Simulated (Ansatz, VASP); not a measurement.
One calculation of PbS, two programs

```xyz
2
Lattice="0.0890 3.0095 3.0095 3.0095 0.0890 3.0095 3.0095 3.0095 0.0890" Properties=species:S:1:pos:R:3 pbc="T T T"
Pb    0.0000    0.0000    0.0000
S     3.0540    3.0540    3.0539
```

Change from the starting cell: equal xy, yz and zx shear strains of +3 %.

Alike in both runs: task single point; functional LDA; k mesh 8 × 8 × 8; occupations fermi-dirac, width 0.01 eV; no spin polarisation.

```csv
,VASP,Ansatz
version,VASP 6.6.1,Ansatz 0.2.0
potentials or method,"VASP PAW LDA potentials, release 64 (Pb_d, S), cutoff 520 eV","all-electron LAPW, scalar-relativistic"
```

|  | VASP | Ansatz | Ansatz less VASP |
| --- | --- | --- | --- |
| pressure (GPa) | -2.6 | -2.6 | -0.03 |
| traceless stress, the component that is largest in VASP (GPa) | -0.63 | -0.63 | -0.002 |

LDA's correlation is that of Perdew and Zunger in VASP and of Perdew and Wang (1992) in Ansatz. Ansatz ran all-electron here, and VASP with PAW potentials.

Neither program's run includes spin-orbit coupling.
